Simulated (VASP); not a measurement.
# ZrB2 (P6/mmm) in VASP: notebook

The runs below take ZrB2 through single point, relaxation of cell and atoms, with PBEsol.

Everything below comes from runs of VASP 6.6.1. Logs are shortened: lines on timing, memory, paths and dates and some standing lists are left out, and cuts for length are marked.

### Step 1. The cell of the first run

It takes space group P6/mmm (No. 191, hexagonal). The conventional cell has a = 3.155 Å, b = 3.155 Å, c = 3.508 Å, α = 90.00°, β = 90.00°, γ = 120.00°. Within 3.3 Å of Zr (site symmetry 6/mmm) lie 12 B at 2.53 Å and 6 Zr at 3.15 Å. B (site symmetry -6m2) has 3 B at 1.82 Å within 2.4 Å.

### Step 2. Single point, PBEsol

INCAR

```
ALGO = Normal
EDIFF = 1E-6
ENCUT = 520
GGA = PS
ISIF = 2
ISMEAR = -1
LASPH = T
LCHARG = T
LELF = T
LREAL = F
LVHAR = T
LWAVE = F
NBANDS = 16
NELM = 100
PREC = Accurate
SIGMA = 0.05
```

KPOINTS

```
k-points
0
Gamma
  13 13 10
```

POSCAR

```
ZrB2
1.0
    3.1545330261      0.0000000000      0.0000000000
   -1.5772665131      2.7319057377      0.0000000000
    0.0000000000      0.0000000000      3.5079105588
Zr B
1 2
Direct
    0.0000000000      0.0000000000      0.0000000000
    0.3333333333      0.6666666667      0.5000000000
    0.6666666667      0.3333333333      0.5000000000
```

Potentials or basis: VASP PAW PBE potentials, release 64 (Zr_sv, B).

Started as:

```console
> cat potpaw_PBE.64/Zr_sv/POTCAR potpaw_PBE.64/B/POTCAR > POTCAR
> mpirun -np 1 vasp_std > vasp.out
```

OUTCAR:

```text
EDIFF = 1E-6
   ENCUT = 520
   GGA = PS
   ISIF = 2
   ISMEAR = -1
   LASPH = T
   LREAL = F
   NELM = 100
   PREC = Accurate

 ion  position               nearest neighbor table
   1  0.000  0.000  0.000-   2 2.53   3 2.53   2 2.53   3 2.53   3 2.53   3 2.53   2 2.53   2 2.53
                             3 2.53   3 2.53   2 2.53   2 2.53
   2  0.333  0.667  0.500-   3 1.82   3 1.82   3 1.82   1 2.53   1 2.53   1 2.53   1 2.53   1 2.53
                             1 2.53
   3  0.667  0.333  0.500-   2 1.82   2 1.82   2 1.82   1 2.53   1 2.53   1 2.53   1 2.53   1 2.53
                             1 2.53

  LATTYP: Found a hexagonal cell.
 ALAT       =     3.1545330261
 C/A-ratio  =     1.1120221376

  Lattice vectors:

 A1 = (   3.1545330261,   0.0000000000,   0.0000000000)
 A2 = (  -1.5772665131,   2.7319057377,   0.0000000000)
 A3 = (   0.0000000000,   0.0000000000,   3.5079105588)

Analysis of symmetry for initial positions (statically):
=====================================================================
 Subroutine PRICEL returns:
 Original cell was already a primitive cell.

 Routine SETGRP: Setting up the symmetry group for a
 hexagonal supercell.

 Subroutine GETGRP returns: Found 24 space group operations
 (whereof 24 operations were pure point group operations)
 out of a pool of 24 trial point group operations.

The static configuration has the point symmetry D_6h.

Analysis of symmetry for dynamics (positions and initial velocities):
=====================================================================
 Subroutine PRICEL returns:
 Original cell was already a primitive cell.

 Routine SETGRP: Setting up the symmetry group for a
 hexagonal supercell.

 Subroutine GETGRP returns: Found 24 space group operations
 (whereof 24 operations were pure point group operations)
 out of a pool of 24 trial point group operations.

The dynamic configuration has the point symmetry D_6h.

 Subroutine INISYM returns: Found 24 space group operations
 (whereof 24 operations are pure point group operations),
 and found     1 'primitive' translations

----------------------------------------------------------------------------------------

                                     Primitive cell
[... 89 lines left out ...]
   LSORBIT =      F    spin-orbit coupling
   LASPH  =      T    aspherical Exc in radial PAW
   ENCUT  =  520.0 eV  38.22 Ry    6.18 a.u.   5.87  5.87  6.52*2*pi/ulx,y,z
   NELM   =    100;   NELMIN=  2; NELMDL= -5     # of ELM steps
   EDIFF  = 0.1E-05   stopping-criterion for ELM
   LREAL  =      F    real-space projection
   EDIFFG = 0.1E-04   stopping-criterion for IOM
   NSW    =      0    number of steps for IOM
   IBRION =     -1    ionic relax: 0-MD 1-quasi-New 2-CG
   NFREE  =      0    steps in history (QN), initial steepest desc. (CG)
   ISIF   =      2    stress and relaxation
   ISYM   =      2    0-nonsym 1-usesym 2-fastsym
   POTIM  = 0.5000    time-step for ionic-motion
   TEBEG  =    0.0;   TEEND  =   0.0 temperature during run
   PSTRESS=    0.0 pullay stress
   NELECT =      18.0000    total number of electrons
   NUPDOWN=      -1.0000    fix difference up-down
   EMIN   =  10.00;   EMAX   =-10.00  energy-range for DOS
   EFERMI =   0.00;   METHOD = LEGACY
   ISMEAR =    -1;   SIGMA  =   0.05  broadening in eV -4-tet -1-fermi 0-gaus
   EFERMI_NEDOS =   21; number of points for ismear=-14 and -15
   IALGO  =     38    algorithm
   IMIX   =      4    mixing-type and parameters
     AMIX     =   0.40;   BMIX     =  1.00
     AMIX_MAG =   1.60;   BMIX_MAG =  1.00
  volume/ion in A,a.u.               =      10.08        68.00
  Fermi-wavevector in a.u.,A,eV,Ry     =   1.377260  2.602644 25.808140  1.896845
  Thomas-Fermi vector in A             =   2.502429
   LORBIT       =      0    0 simple, 1 ext, 2 COOP (PROOUT), +10 PAW based schemes
   GGA     = PS    functional components
   LHFCALC =     F    Hartree Fock is set to
   AEXX    =    0.0000 exact exchange contribution
   IVDW    =     0    specifies the selected vdW correction
   LEPSILON=     F    determine dielectric tensor
   LRPA    =     F    only Hartree local field effects (RPA)
 non-spin polarized calculation
  energy-cutoff  :      520.00
  volume of cell :       30.23
 maximum number of plane-waves:       831
 NGX is ok and might be reduce to    24
   NGX = 11   NGY = 11   NGZ = 13

 number of electron      18.0000000 magnetization

 Free energy of the ion-electron system (eV)
  ---------------------------------------------------
  ext. energy  EPLUGINS =         0.00000000
  ---------------------------------------------------
  free energy    TOTEN  =       -26.40364753 eV

  energy without entropy =      -26.40102363  energy(sigma->0) =      -26.40233558

 E-fermi :  10.7061     XC(G=0): -12.6174

 val. band max:       10.6438045433   @ k =   0.2308   0.2308   0.0000
 cond. band min:      10.7188115757   @ k =   0.3077   0.1538   0.0000
 fundamental gap:      0.0750070324
 Fermi energy:        10.7060856904

 k-point     1 :       0.0000    0.0000    0.0000
  band No.  band energies     occupation
      1     -37.8316      2.00000
      2     -16.0666      2.00000
      3     -15.4814      2.00000
      4     -15.4814      2.00000
      5      -2.1570      2.00000
      6       7.9443      2.00000
[... 433 lines left out ...]
      3     -15.7077      2.00000
      4     -15.5286      2.00000
      5      -1.5484      2.00000
      6       6.7433      2.00000
[... 8 lines left out ...]
     15      17.3553      0.00000
     16      18.1686      0.00000

 [... further k-points ...]

------------------------ aborting loop because EDIFF is reached ----------------------------------------

  FORCE on cell =-STRESS in cart. coord.  units (eV):
  Direction    XX          YY          ZZ          XY          YZ          ZX
  --------------------------------------------------------------------------------------
  -------------------------------------------------------------------------------------
  Total        0.0594576      0.0594576      0.0588712     -0.0000000     -0.0000000      0.0000000
  in kB        3.1511467      3.1511467      3.1200670     -0.0000000     -0.0000000      0.0000000
  external PRESSURE =       3.1407868 kB  Pullay stress =       0.0000000 kB

 VOLUME and BASIS-vectors are now :
 -----------------------------------------------------------------------------
  energy-cutoff  :      520.00
  volume of cell :       30.23
      direct lattice vectors                 reciprocal lattice vectors
     3.154533026  0.000000000  0.000000000     0.317004131  0.183022420  0.000000000
    -1.577266513  2.731905738  0.000000000     0.000000000  0.366044840  0.000000000
     0.000000000  0.000000000  3.507910559     0.000000000  0.000000000  0.285069982

 POSITION                                       TOTAL-FORCE (eV/Angst)
 -----------------------------------------------------------------------------------
      0.00000      0.00000      0.00000         0.000000      0.000000      0.000000
     -0.00000      1.82127      1.75396        -0.000000     -0.000000      0.000000
      1.57727      0.91064      1.75396         0.000000      0.000000      0.000000
 -----------------------------------------------------------------------------------
    total drift:                               -0.000000      0.000000      0.000000

  FREE ENERGIE OF THE ION-ELECTRON SYSTEM (eV)
  ---------------------------------------------------
  free  energy   TOTEN  =       -26.4036475303 eV

  energy  without entropy=      -26.4010236280  energy(sigma->0) =      -26.40233558
```

OSZICAR:

```text
N       E                     dE             d eps       ncg     rms          rms(c)
DAV:   1     0.101301157752E+03    0.10130E+03   -0.97598E+03  4040   0.113E+03
DAV:   2    -0.248980683665E+02   -0.12620E+03   -0.12140E+03  5272   0.290E+02
DAV:   3    -0.289188047027E+02   -0.40207E+01   -0.39974E+01  6048   0.445E+01
DAV:   4    -0.289736978615E+02   -0.54893E-01   -0.54881E-01  4968   0.490E+00
DAV:   5    -0.289752928060E+02   -0.15949E-02   -0.15949E-02  6064   0.527E-01    0.231E+01
DAV:   6    -0.264626232073E+02    0.25127E+01   -0.53928E+00  5240   0.158E+01    0.952E+00
DAV:   7    -0.264075678356E+02    0.55055E-01   -0.60415E-01  5600   0.493E+00    0.338E+00
DAV:   8    -0.264081931722E+02   -0.62534E-03   -0.10206E-01  4872   0.256E+00    0.421E-01
DAV:   9    -0.264040838784E+02    0.41093E-02   -0.21656E-02  4960   0.110E+00    0.216E-01
DAV:  10    -0.264036421027E+02    0.44178E-03   -0.20038E-03  4744   0.410E-01    0.348E-02
DAV:  11    -0.264036495024E+02   -0.73998E-05   -0.67202E-05  5168   0.763E-02    0.104E-02
DAV:  12    -0.264036477855E+02    0.17169E-05   -0.29066E-06  4760   0.149E-02    0.686E-03
DAV:  13    -0.264036475303E+02    0.25518E-06   -0.46783E-07  2616   0.633E-03
   1 F= -.26403648E+02 E0= -.26402336E+02  d E =-.262390E-02
```

stdout:

```text
POSCAR found type information on POSCAR ZrB
 POSCAR found :  2 types and       3 ions
 scaLAPACK will be used
 -----------------------------------------------------------------------------
|                                                                             |
|                                                                             |
|     You enforced a specific xc type in the INCAR file but a different       |
|     I HOPE YOU KNOW WHAT YOU ARE DOING!                                     |
|                                                                             |
 -----------------------------------------------------------------------------

 LDA part: xc-table for (Slater+PW92), standard interpolation
 POSCAR, INCAR and KPOINTS ok, starting setup
 FFT: planning ... GRIDC
 FFT: planning ... GRID_SOFT
 FFT: planning ... GRID
 WAVECAR not read
 entering main loop
```

It took 31 s on 1 thread of Intel Xeon Platinum 8488C (Sapphire Rapids), shared host; peak memory 0.18 GiB.

What came out:

```
Free energy            : -26.4036 eV
Pressure               : 0.3 GPa
Band gap on the k mesh : zero (bands 9 and 10 overlap by 0.90 eV)
```

Levels at points of the mesh, in eV from the Fermi level:
```
           k point  band 6  band 7  band 8  band 9  band 10  band 11  band 12  band 13
(0.00, 0.00, 0.00)   -2.76   -2.76   -2.74   -2.38     3.38     3.38     4.21     4.21
(0.00, 0.00, 0.50)   -7.11   -1.04   -1.04    0.20     0.20     0.69     0.69     1.81
```

Caveat: the PAW data sets were made with another functional, which shifts forces and pressure a little.

### Step 3. Single point, PBEsol

INCAR

```
SYSTEM = ZrB2
PREC     = Accurate       ! precision mode
ENCUT    = 520            ! plane-wave cutoff, eV
EDIFF    = 1E-6           ! SCF threshold, eV
ISMEAR   = -1             ! smearing method
SIGMA    = 0.05           ! smearing width, eV
LREAL    = .False.        ! projectors in reciprocal space
LASPH    = .True.         ! aspherical terms in the spheres
NELM     = 80             ! most SCF steps
ALGO     = Normal         ! electronic algorithm
ISIF     = 2              ! what is computed and relaxed
LWAVE    = .False.        ! write WAVECAR
LCHARG   = .False.        ! write CHGCAR
GGA      = PS             ! functional
NBANDS   = 16             ! bands
```

KPOINTS

```
Automatic mesh
0
Gamma
  13 13 10
  0 0 0
```

POSCAR is that of step 2.

Potentials or basis: VASP PAW PBE potentials, release 64 (Zr_sv, B).

Started as:

```console
> cat potpaw_PBE.64/Zr_sv/POTCAR potpaw_PBE.64/B/POTCAR > POTCAR
> mpirun -np 1 vasp_std > vasp.out
```

OUTCAR:

```text
SYSTEM = ZrB2
   PREC = Accurate
   ENCUT = 520
   EDIFF = 1E-6
   ISMEAR = -1
   LREAL = .False.
   LASPH = .True.
   NELM = 80
   ISIF = 2
   GGA = PS

 ion  position               nearest neighbor table
   1  0.000  0.000  0.000-   2 2.53   3 2.53   2 2.53   3 2.53   3 2.53   3 2.53   2 2.53   2 2.53
                             3 2.53   3 2.53   2 2.53   2 2.53
   2  0.333  0.667  0.500-   3 1.82   3 1.82   3 1.82   1 2.53   1 2.53   1 2.53   1 2.53   1 2.53
                             1 2.53
   3  0.667  0.333  0.500-   2 1.82   2 1.82   2 1.82   1 2.53   1 2.53   1 2.53   1 2.53   1 2.53
                             1 2.53

  LATTYP: Found a hexagonal cell.
[... 654 lines left out ...]
  --------------------------------------------------------------------------------------
  -------------------------------------------------------------------------------------
  Total        0.0594576      0.0594576      0.0588712     -0.0000000     -0.0000000      0.0000000
  in kB        3.1511467      3.1511467      3.1200670     -0.0000000     -0.0000000      0.0000000
  external PRESSURE =       3.1407868 kB  Pullay stress =       0.0000000 kB

 VOLUME and BASIS-vectors are now :
 -----------------------------------------------------------------------------
  energy-cutoff  :      520.00
  volume of cell :       30.23
      direct lattice vectors                 reciprocal lattice vectors
     3.154533026  0.000000000  0.000000000     0.317004131  0.183022420  0.000000000
    -1.577266513  2.731905738  0.000000000     0.000000000  0.366044840  0.000000000
     0.000000000  0.000000000  3.507910559     0.000000000  0.000000000  0.285069982

 POSITION                                       TOTAL-FORCE (eV/Angst)
 -----------------------------------------------------------------------------------
      0.00000      0.00000      0.00000         0.000000      0.000000      0.000000
     -0.00000      1.82127      1.75396        -0.000000     -0.000000      0.000000
      1.57727      0.91064      1.75396         0.000000      0.000000      0.000000
 -----------------------------------------------------------------------------------
    total drift:                               -0.000000      0.000000      0.000000

  FREE ENERGIE OF THE ION-ELECTRON SYSTEM (eV)
  ---------------------------------------------------
  free  energy   TOTEN  =       -26.4036475303 eV

  energy  without entropy=      -26.4010236280  energy(sigma->0) =      -26.40233558
```

OSZICAR:

```text
N       E                     dE             d eps       ncg     rms          rms(c)
DAV:   1     0.101301157752E+03    0.10130E+03   -0.97598E+03  4040   0.113E+03
DAV:   2    -0.248980683665E+02   -0.12620E+03   -0.12140E+03  5272   0.290E+02
DAV:   3    -0.289188047027E+02   -0.40207E+01   -0.39974E+01  6048   0.445E+01
DAV:   4    -0.289736978615E+02   -0.54893E-01   -0.54881E-01  4968   0.490E+00
DAV:   5    -0.289752928060E+02   -0.15949E-02   -0.15949E-02  6064   0.527E-01    0.231E+01
DAV:   6    -0.264626232073E+02    0.25127E+01   -0.53928E+00  5240   0.158E+01    0.952E+00
DAV:   7    -0.264075678356E+02    0.55055E-01   -0.60415E-01  5600   0.493E+00    0.338E+00
DAV:   8    -0.264081931722E+02   -0.62534E-03   -0.10206E-01  4872   0.256E+00    0.421E-01
DAV:   9    -0.264040838784E+02    0.41093E-02   -0.21656E-02  4960   0.110E+00    0.216E-01
DAV:  10    -0.264036421027E+02    0.44178E-03   -0.20038E-03  4744   0.410E-01    0.348E-02
DAV:  11    -0.264036495024E+02   -0.73998E-05   -0.67202E-05  5168   0.763E-02    0.104E-02
DAV:  12    -0.264036477855E+02    0.17169E-05   -0.29066E-06  4760   0.149E-02    0.686E-03
DAV:  13    -0.264036475303E+02    0.25518E-06   -0.46783E-07  2616   0.633E-03
   1 F= -.26403648E+02 E0= -.26402336E+02  d E =-.262390E-02
```

stdout:

```text
POSCAR found type information on POSCAR ZrB
 POSCAR found :  2 types and       3 ions
 scaLAPACK will be used
 -----------------------------------------------------------------------------
|                                                                             |
|                                                                             |
|     You enforced a specific xc type in the INCAR file but a different       |
|     I HOPE YOU KNOW WHAT YOU ARE DOING!                                     |
|                                                                             |
 -----------------------------------------------------------------------------

 LDA part: xc-table for (Slater+PW92), standard interpolation
 POSCAR, INCAR and KPOINTS ok, starting setup
 FFT: planning ... GRIDC
 FFT: planning ... GRID_SOFT
 FFT: planning ... GRID
 WAVECAR not read
 entering main loop
```

Run time: 32 s. Hardware: 1 thread of Intel Xeon Platinum 8488C (Sapphire Rapids), shared host; peak memory 0.18 GiB.

Results:

| Property | Result |
| --- | --- |
| Free energy | -26.4036 eV |
| Pressure | 0.3 GPa |
| Band gap on the k mesh | zero (bands 9 and 10 overlap by 0.90 eV) |

Caveat: the PAW data sets were made with another functional, which shifts forces and pressure a little.

### Step 4. Relaxation of cell and atoms, PBEsol

INCAR

```
ALGO     = Normal         # electronic algorithm
EDIFF    = 1E-7           # SCF threshold, eV
EDIFFG   = -0.005         # ionic threshold
ENCUT    = 600            # plane-wave cutoff, eV
GGA      = PS             # functional
IBRION   = 2              # ionic algorithm
ISIF     = 3              # what is computed and relaxed
ISMEAR   = -1             # smearing method
LASPH    = T              # aspherical terms in the spheres
LCHARG   = F              # write CHGCAR
LREAL    = F              # projectors in reciprocal space
LWAVE    = F              # write WAVECAR
NELM     = 100            # most SCF steps
NSW      = 32             # ionic steps
PREC     = Accurate       # precision mode
SIGMA    = 0.05           # smearing width, eV
```

KPOINTS

```
k-points
0
Gamma
  13 13 10
```

POSCAR is that of step 3.

Started as:

```console
> cat potpaw_PBE.64/Zr_sv/POTCAR potpaw_PBE.64/B/POTCAR > POTCAR
> mpirun -np 1 vasp_std > vasp.out
```

Wall time 1.8 min (1 thread of Intel Xeon Platinum 8488C (Sapphire Rapids), shared host); peak memory 0.21 GiB.

Results (log left out):

| Item | Value |
| --- | --- |
| Free energy | -26.4056 eV |
| Relaxed volume | 10.09 Å³/atom |
| Relaxed cell | a = 3.156 Å, b = 3.156 Å, c = 3.509 Å, α = 90.00°, β = 90.00°, γ = 120.00° |
| Space group after relaxing (to 0.1 Å) | P6/mmm (No. 191) |
| Energy gained by relaxing | 0.0 meV/atom |
| Ionic steps | 3 |
| Pressure after relaxing | 0.0 GPa |
| Band gap on the k mesh | zero (bands 9 and 10 overlap by 0.90 eV) |

Final structure:
```cif
data_structure
_symmetry_space_group_name_H-M 'P 1'
_symmetry_Int_Tables_number 1
_cell_length_a 3.1558
_cell_length_b 3.1558
_cell_length_c 3.5093
_cell_angle_alpha 90.000
_cell_angle_beta 90.000
_cell_angle_gamma 120.000
_cell_volume 30.27
loop_
_atom_site_label
_atom_site_type_symbol
_atom_site_fract_x
_atom_site_fract_y
_atom_site_fract_z
_atom_site_occupancy
Zr1 Zr 0.00000 0.00000 0.00000 1
B1 B 0.33333 0.66667 0.50000 1
B2 B 0.66667 0.33333 0.50000 1
```

Levels at points of the mesh, in eV from the Fermi level:
| k point | band 5 | band 6 | band 7 | band 8 | band 9 | band 10 | band 11 | band 12 | band 13 |
| --- | --- | --- | --- | --- | --- | --- | --- | --- | --- |
| (0.00, 0.00, 0.00) | -12.86 | -2.76 | -2.76 | -2.74 | -2.38 | 3.37 | 3.37 | 4.20 | 4.20 |
| (0.00, 0.00, 0.50) | -10.73 | -7.10 | -1.04 | -1.04 | 0.20 | 0.20 | 0.69 | 0.69 | 1.81 |

Caveat: the PAW data sets were made with another functional, which shifts forces and pressure a little.

(Part 1 of 2 ends here.)
